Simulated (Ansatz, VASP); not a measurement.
**One calculation of CdS, two programs**

Contents of INCAR:

```
SYSTEM = CdS
PREC     = Accurate       ! precision mode
ENCUT    = 630            ! plane-wave cutoff, eV
EDIFF    = 1E-6           ! SCF threshold, eV
ISMEAR   = -1             ! smearing method
SIGMA    = 0.02           ! smearing width, eV
LREAL    = .FALSE.        ! projectors in reciprocal space
LASPH    = .TRUE.         ! aspherical terms in the spheres
NELM     = 120            ! most SCF steps
ALGO     = Normal         ! electronic algorithm
ISIF     = 2              ! what is computed and relaxed
LWAVE    = .FALSE.        ! write WAVECAR
LCHARG   = .FALSE.        ! write CHGCAR
GGA      = PE             ! functional
NBANDS   = 20             ! bands
GGA_COMPAT= .FALSE.
```

KPOINTS

```
Automatic mesh
0
G
  8 8 8
  0 0 0
```

POSCAR

```
CdS
1.0
    0.0000000000      2.8792548573      3.0254941450
    2.8792548573      0.0000000000      3.0254941450
    2.8792548573      2.8792548573      0.0000000000
Cd S
1 1
Direct
    0.0000000000      0.0000000000      0.0000000000
    0.2500000000      0.2500000000      0.2500000000
```

Input for Ansatz:

```yaml
crystal:
  lattice:
    - [0.0, 2.8792548573, 3.025494145]
    - [2.8792548573, 0.0, 3.025494145]
    - [2.8792548573, 2.8792548573, 0.0]
  atoms:
    - { symbol: Cd, position: [0.0, 0.0, 0.0] }
    - { symbol: S, position: [0.25, 0.25, 0.25] }
kpoints:
  mp_grid: { grid: [8, 8, 8] }
  band_path:
    path:
      - [0.0, 0.0, 0.0]
      - [-0.5, -0.5, 0.0]
      - [-0.375, -0.375, 0.25]
      - [-0.375, 0.0, 0.375]
      - [0.0, 0.0, 0.5]
      - [-0.5, -0.25, 0.25]
    npoints: 1
hamiltonian:
  xc: pbe
scf:
  occupations: { method: fermi_dirac, width: 0.02 }
  n_extra_bands: 4
output:
  forces: true
  stress: true
  eigenvalues: true
```

Change from the starting cell: epitaxial_xy strain -2.0%.

Alike in both runs: task single point; functional PBE; k mesh 8 × 8 × 8; occupations fermi-dirac, width 0.02 eV; no spin polarisation.

|  | VASP | Ansatz |
| --- | --- | --- |
| version | VASP 6.6.1 | Ansatz 0.2.0 |
| potentials or method | VASP PAW PBE potentials, release 64 (Cd_sv_GW, S) | plane waves, PAW |
| plane-wave cutoff (eV) | 630 | 420 |
| valence electrons in the cell | 26 | 26 |

|  | VASP | Ansatz | Ansatz less VASP |
| --- | --- | --- | --- |
| gap on the k mesh at the Fermi level (eV) | 1.06 | 1.06 | +0.001 |
| pressure (GPa) | 1.9 | 2.1 | +0.13 |
| traceless stress, the component that is largest in VASP (GPa) | -0.65 | -0.65 | -0.003 |
